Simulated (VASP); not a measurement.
# Na (Pm-3n) in VASP: notebook

The runs below take Na through single point, relaxation of cell and atoms, with PBEsol.

Everything below comes from runs of VASP 6.6.1. Logs are shortened: lines on timing, memory, paths and dates and some standing lists are left out, and cuts for length are marked.

## 1. The cell of the first run

It takes space group Pm-3n (No. 223, cubic). The conventional cell has a = 6.697 Å, b = 6.697 Å, c = 6.697 Å, α = 90.00°, β = 90.00°, γ = 90.00°. Na (site symmetry m-3) has 12 Na at 3.74 Å within 4.9 Å. Na (site symmetry -4m2) has 14 Na at 3.35 to 4.10 Å within 4.4 Å.

## 2. Single point, PBEsol

Contents of INCAR:

```
PREC     = Accurate       # precision mode
ENCUT    = 520            # plane-wave cutoff, eV
EDIFF    = 1E-6           # SCF threshold, eV
ISMEAR   = 0              # smearing method
SIGMA    = 0.1            # smearing width, eV
LREAL    = False          # projectors in reciprocal space
LASPH    = True           # aspherical terms in the spheres
NELM     = 60             # most SCF steps
ALGO     = Fast           # electronic algorithm
ISIF     = 2              # what is computed and relaxed
LWAVE    = False          # write WAVECAR
LCHARG   = True           # write CHGCAR
GGA      = PS             # functional
LELF     = True           # ELF
LVHAR    = True         
NBANDS   = 38             # bands
```

Contents of KPOINTS:

```
Automatic mesh
0
Gamma
  4 4 4
```

Contents of POSCAR:

```
Na
1.0
    6.6966880000      0.0000000000      0.0000000000
    0.0000000000      6.6966880000      0.0000000000
    0.0000000000      0.0000000000      6.6966880000
Na
8
Direct
    0.0000000000      0.0000000000      0.0000000000
    0.5000000000      0.2500000000      0.0000000000
    0.5000000000      0.7500000000      0.0000000000
    0.0000000000      0.5000000000      0.2500000000
    0.2500000000      0.0000000000      0.5000000000
    0.7500000000      0.0000000000      0.5000000000
    0.5000000000      0.5000000000      0.5000000000
    0.0000000000      0.5000000000      0.7500000000
```

Potentials or basis: VASP PAW PBE potentials, release 64 (Na_pv).

Command:

```sh
> cat potpaw_PBE.64/Na_pv/POTCAR > POTCAR
> mpirun -np 1 vasp_std > vasp.out
```

OUTCAR:

```text
PREC = Accurate
   ENCUT = 520
   EDIFF = 1E-6
   ISMEAR = 0
   LREAL = False
   LASPH = True
   NELM = 60
   ISIF = 2
   GGA = PS

 ion  position               nearest neighbor table
   1  0.000  0.000  0.000-
   2  0.500  0.250  0.000-
   3  0.500  0.750  0.000-
   4  0.000  0.500  0.250-
   5  0.250  0.000  0.500-
   6  0.750  0.000  0.500-
   7  0.500  0.500  0.500-
   8  0.000  0.500  0.750-

  LATTYP: Found a simple cubic cell.
 ALAT       =     6.6966880000

  Lattice vectors:

 A1 = (   6.6966880000,   0.0000000000,   0.0000000000)
 A2 = (   0.0000000000,   6.6966880000,   0.0000000000)
 A3 = (   0.0000000000,   0.0000000000,   6.6966880000)

Analysis of symmetry for initial positions (statically):
=====================================================================
 Subroutine PRICEL returns:
 Original cell was already a primitive cell.

 Routine SETGRP: Setting up the symmetry group for a
 simple cubic supercell.

 Subroutine GETGRP returns: Found 48 space group operations
 (whereof 24 operations were pure point group operations)
 out of a pool of 48 trial point group operations.

The static configuration has the point symmetry T_h .
 The point group associated with its full space group is O_h .

Analysis of symmetry for dynamics (positions and initial velocities):
=====================================================================
 Subroutine PRICEL returns:
 Original cell was already a primitive cell.

 Routine SETGRP: Setting up the symmetry group for a
 simple cubic supercell.

 Subroutine GETGRP returns: Found 48 space group operations
 (whereof 24 operations were pure point group operations)
 out of a pool of 48 trial point group operations.

The dynamic configuration has the point symmetry T_h .
 The point group associated with its full space group is O_h .

 Subroutine INISYM returns: Found 48 space group operations
 (whereof 24 operations are pure point group operations),
 and found     1 'primitive' translations

----------------------------------------------------------------------------------------

                                     Primitive cell

  volume of cell :     300.3172

  direct lattice vectors                    reciprocal lattice vectors
     6.696688000  0.000000000  0.000000000     0.149327548  0.000000000  0.000000000
     0.000000000  6.696688000  0.000000000     0.000000000  0.149327548  0.000000000
     0.000000000  0.000000000  6.696688000     0.000000000  0.000000000  0.149327548

  length of vectors
     6.696688000  6.696688000  6.696688000     0.149327548  0.149327548  0.149327548

  position of ions in fractional coordinates (direct lattice)
     0.000000000  0.000000000  0.000000000
     0.500000000  0.250000000  0.000000000
     0.500000000  0.750000000  0.000000000
     0.000000000  0.500000000  0.250000000
     0.250000000  0.000000000  0.500000000
     0.750000000  0.000000000  0.500000000
     0.500000000  0.500000000  0.500000000
     0.000000000  0.500000000  0.750000000

  ion indices of the primitive-cell ions
   primitive index   ion index
                 1           1
                 2           2
                 3           3
                 4           4
                 5           5
                 6           6
                 7           7
                 8           8

----------------------------------------------------------------------------------------

 KPOINTS: Automatic mesh

Automatic generation of k-mesh.
 Grid dimensions read from file:
 generate k-points for:    4    4    4

 Generating k-lattice:

  Cartesian coordinates                     Fractional coordinates (reciprocal lattice)
     0.037331887  0.000000000  0.000000000     0.250000000  0.000000000  0.000000000
     0.000000000  0.037331887  0.000000000     0.000000000  0.250000000  0.000000000
     0.000000000  0.000000000  0.037331887     0.000000000  0.000000000  0.250000000

  Length of vectors
     0.037331887  0.037331887  0.037331887

  Shift w.r.t. Gamma in fractional coordinates (k-lattice)
     0.000000000  0.000000000  0.000000000

 Subroutine IBZKPT returns following result:
 ===========================================

 Found     10 irreducible k-points:

 Following reciprocal coordinates:
            Coordinates               Weight
  0.000000  0.000000  0.000000      1.000000
  0.250000  0.000000  0.000000      6.000000
  0.500000  0.000000  0.000000      3.000000
  0.250000  0.250000  0.000000     12.000000
  0.500000  0.250000  0.000000     12.000000
  0.500000  0.500000  0.000000      3.000000
  0.250000  0.250000  0.250000      8.000000
  0.500000  0.250000  0.250000     12.000000
  0.500000  0.500000  0.250000      6.000000
  0.500000  0.500000  0.500000      1.000000
   k-points           NKPTS =     10   k-points in BZ     NKDIM =     10   number of bands    NBANDS=     38
   number of dos      NEDOS =    301   number of ions     NIONS =      8
   total plane-waves  NPLWV = 125000
   dimension x,y,z NGX =    50 NGY =   50 NGZ =   50
   dimension x,y,z NGXF=   100 NGYF=  100 NGZF=  100
   ions per type =               8
   NGX,Y,Z   is equivalent  to a cutoff of  12.41, 12.41, 12.41 a.u.
   NGXF,Y,Z  is equivalent  to a cutoff of  24.83, 24.83, 24.83 a.u.
 SYSTEM =  unknown system
   PREC   = accura    normal or accurate (medium, high low for compatibility)
   ISTART =      0    job   : 0-new  1-cont  2-samecut
   ICHARG =      2    charge: 1-file 2-atom 10-const
   ISPIN  =      1    spin polarized calculation?
   LNONCOLLINEAR =      F non collinear calculations
   LSORBIT =      F    spin-orbit coupling
   LASPH  =      T    aspherical Exc in radial PAW
   ENCUT  =  520.0 eV  38.22 Ry    6.18 a.u.  12.45 12.45 12.45*2*pi/ulx,y,z
   NELM   =     60;   NELMIN=  2; NELMDL= -5     # of ELM steps
   EDIFF  = 0.1E-05   stopping-criterion for ELM
   LREAL  =      F    real-space projection
   EDIFFG = 0.1E-04   stopping-criterion for IOM
   NSW    =      0    number of steps for IOM
   IBRION =     -1    ionic relax: 0-MD 1-quasi-New 2-CG
   NFREE  =      0    steps in history (QN), initial steepest desc. (CG)
   ISIF   =      2    stress and relaxation
   ISYM   =      2    0-nonsym 1-usesym 2-fastsym
   POTIM  = 0.5000    time-step for ionic-motion
   TEBEG  =    0.0;   TEEND  =   0.0 temperature during run
   PSTRESS=    0.0 pullay stress
   NELECT =      56.0000    total number of electrons
   NUPDOWN=      -1.0000    fix difference up-down
   EMIN   =  10.00;   EMAX   =-10.00  energy-range for DOS
   EFERMI =   0.00;   METHOD = LEGACY
   ISMEAR =     0;   SIGMA  =   0.10  broadening in eV -4-tet -1-fermi 0-gaus
   EFERMI_NEDOS =   21; number of points for ismear=-14 and -15
   IALGO  =     68    algorithm
   IMIX   =      4    mixing-type and parameters
     AMIX     =   0.40;   BMIX     =  1.00
     AMIX_MAG =   1.60;   BMIX_MAG =  1.00
  volume/ion in A,a.u.               =      37.54       253.33
  Fermi-wavevector in a.u.,A,eV,Ry     =   0.935285  1.767433 11.901813  0.874759
  Thomas-Fermi vector in A             =   2.062177
   LORBIT       =      0    0 simple, 1 ext, 2 COOP (PROOUT), +10 PAW based schemes
   GGA     = PS    functional components
   LHFCALC =     F    Hartree Fock is set to
   AEXX    =    0.0000 exact exchange contribution
   IVDW    =     0    specifies the selected vdW correction
   LEPSILON=     F    determine dielectric tensor
   LRPA    =     F    only Hartree local field effects (RPA)
 non-spin polarized calculation
 RMM-DIIS sequential band-by-band and
 Gauss-broadening in eV      SIGMA  =   0.10
  energy-cutoff  :      520.00
  volume of cell :      300.32
 maximum number of plane-waves:      8217
 NGX is ok and might be reduce to    50
   NGX = 25   NGY = 25   NGZ = 25

 number of electron      55.9999802 magnetization

 Free energy of the ion-electron system (eV)
  ---------------------------------------------------
  ext. energy  EPLUGINS =         0.00000000
  ---------------------------------------------------
  free energy    TOTEN  =       -11.15097152 eV

  energy without entropy =      -11.14257543  energy(sigma->0) =      -11.14677347

 E-fermi :   0.4174     XC(G=0):  -6.4666

 val. band max:        0.4169684817   @ k =   0.0000   0.0000   0.0000
 cond. band min:       0.5372445246   @ k =   0.2500   0.0000   0.0000
 fundamental gap:      0.1202760428
 Fermi energy:         0.4173889060

 k-point     1 :       0.0000    0.0000    0.0000
  band No.  band energies     occupation
      1     -24.5896      2.00000
      2     -24.5896      2.00000
      3     -24.5858      2.00000
      4     -24.5521      2.00000
      5     -24.5521      2.00000
      6     -24.5521      2.00000
[... 30 lines left out ...]
     37       3.4563      0.00000
     38       3.4741      0.00000

 k-point     2 :       0.2500    0.0000    0.0000
  band No.  band energies     occupation
      1     -24.5896      2.00000
      2     -24.5881      2.00000
      3     -24.5799      2.00000
      4     -24.5517      2.00000
      5     -24.5517      2.00000
      6     -24.5484      2.00000
[... 30 lines left out ...]
     37       3.7759      0.00000
     38       3.7765      0.00000

 k-point     3 :       0.5000    0.0000    0.0000
  band No.  band energies     occupation
      1     -24.5891      2.00000
      2     -24.5891      2.00000
      3     -24.5607      2.00000
      4     -24.5607      2.00000
      5     -24.5514      2.00000
      6     -24.5514      2.00000
[... 30 lines left out ...]
     37       4.1005      0.00000
     38       4.1078      0.00000

 k-point     4 :       0.2500    0.2500    0.0000
  band No.  band energies     occupation
      1     -24.5893      2.00000
      2     -24.5816      2.00000
      3     -24.5795      2.00000
      4     -24.5510      2.00000
      5     -24.5490      2.00000
      6     -24.5479      2.00000
[... 30 lines left out ...]
     37       3.7435      0.00000
     38       3.9553      0.00000

 k-point     5 :       0.5000    0.2500    0.0000
  band No.  band energies     occupation
      1     -24.5895      2.00000
      2     -24.5810      2.00000
      3     -24.5615      2.00000
      4     -24.5608      2.00000
      5     -24.5504      2.00000
      6     -24.5484      2.00000
[... 30 lines left out ...]
     37       3.1444      0.00000
     38       3.5765      0.00000

 k-point     6 :       0.5000    0.5000    0.0000
  band No.  band energies     occupation
      1     -24.5899      2.00000
      2     -24.5626      2.00000
      3     -24.5616      2.00000
      4     -24.5609      2.00000
      5     -24.5609      2.00000
      6     -24.5491      2.00000
[... 30 lines left out ...]
     37       4.8666      0.00000
     38       4.8733      0.00000

 k-point     7 :       0.2500    0.2500    0.2500
  band No.  band energies     occupation
      1     -24.5818      2.00000
      2     -24.5818      2.00000
      3     -24.5796      2.00000
      4     -24.5488      2.00000
      5     -24.5488      2.00000
      6     -24.5473      2.00000
[... 30 lines left out ...]
     37       4.0191      0.00000
     38       4.0502      0.00000

 k-point     8 :       0.5000    0.2500    0.2500
  band No.  band energies     occupation
      1     -24.5815      2.00000
      2     -24.5815      2.00000
      3     -24.5617      2.00000
      4     -24.5617      2.00000
      5     -24.5481      2.00000
      6     -24.5481      2.00000
[... 30 lines left out ...]
     37       4.5207      0.00000
     38       4.5208      0.00000

 k-point     9 :       0.5000    0.5000    0.2500
  band No.  band energies     occupation
      1     -24.5819      2.00000
      2     -24.5626      2.00000
      3     -24.5620      2.00000
      4     -24.5618      2.00000
      5     -24.5618      2.00000
      6     -24.5461      2.00000
[... 30 lines left out ...]
     37       5.0628      0.00000
     38       5.0704      0.00000

 k-point    10 :       0.5000    0.5000    0.5000
  band No.  band energies     occupation
      1     -24.5626      2.00000
      2     -24.5626      2.00000
      3     -24.5626      2.00000
      4     -24.5626      2.00000
      5     -24.5626      2.00000
      6     -24.5626      2.00000
[... 30 lines left out ...]
     37       5.5782      0.00000
     38       5.5946      0.00000

------------------------ aborting loop because EDIFF is reached ----------------------------------------

  FORCE on cell =-STRESS in cart. coord.  units (eV):
  Direction    XX          YY          ZZ          XY          YZ          ZX
  --------------------------------------------------------------------------------------
  -------------------------------------------------------------------------------------
  Total       -1.8225356     -1.8225356     -1.8225356     -0.0000000      0.0000000     -0.0000000
  in kB       -9.7231368     -9.7231368     -9.7231368     -0.0000000      0.0000000     -0.0000000
  external PRESSURE =      -9.7231368 kB  Pullay stress =       0.0000000 kB

 VOLUME and BASIS-vectors are now :
 -----------------------------------------------------------------------------
  energy-cutoff  :      520.00
  volume of cell :      300.32
      direct lattice vectors                 reciprocal lattice vectors
     6.696688000  0.000000000  0.000000000     0.149327548  0.000000000  0.000000000
     0.000000000  6.696688000  0.000000000     0.000000000  0.149327548  0.000000000
     0.000000000  0.000000000  6.696688000     0.000000000  0.000000000  0.149327548

 POSITION                                       TOTAL-FORCE (eV/Angst)
 -----------------------------------------------------------------------------------
      0.00000      0.00000      0.00000        -0.000000      0.000000     -0.000000
      3.34834      1.67417      0.00000        -0.000000     -0.000000     -0.000000
      3.34834      5.02252      0.00000         0.000000      0.000000      0.000000
      0.00000      3.34834      1.67417        -0.000000     -0.000000     -0.000000
      1.67417      0.00000      3.34834         0.000000     -0.000000     -0.000000
      5.02252      0.00000      3.34834        -0.000000      0.000000      0.000000
      3.34834      3.34834      3.34834        -0.000000      0.000000     -0.000000
      0.00000      3.34834      5.02252        -0.000000      0.000000      0.000000
 -----------------------------------------------------------------------------------
    total drift:                                0.000000     -0.000000     -0.000000

  FREE ENERGIE OF THE ION-ELECTRON SYSTEM (eV)
  ---------------------------------------------------
  free  energy   TOTEN  =       -11.1509715190 eV

  energy  without entropy=      -11.1425754297  energy(sigma->0) =      -11.14677347
```

It took 2.1 min on 1 thread of Intel Xeon Platinum 8488C (Sapphire Rapids), shared host; peak memory 0.35 GiB.

What came out:

| Quantity | Value |
| --- | --- |
| Free energy | -11.1510 eV |
| Pressure | -1.0 GPa |
| Band gap on the k mesh | zero (bands 28 and 29 overlap by 1.48 eV) |

Levels at points of the mesh, in eV from the Fermi level:
| k point | band 26 | band 27 | band 28 | band 29 | band 30 | band 31 |
| --- | --- | --- | --- | --- | --- | --- |
| (0.00, 0.00, 0.00) | -0.08 | -0.08 | -0.08 | -0.01 | -0.01 | 0.00 |
| (0.50, 0.00, 0.00) | -2.54 | 0.62 | 0.62 | 0.69 | 0.69 | 0.82 |
| (0.50, 0.50, 0.00) | -1.69 | -1.69 | -1.69 | 1.26 | 1.39 | 1.39 |
| (0.50, 0.50, 0.50) | -0.86 | -0.86 | -0.86 | -0.86 | -0.86 | -0.86 |

Caveat: the PAW data sets were made with another functional, which shifts forces and pressure a little.

(Part 1 of 2 ends here.)
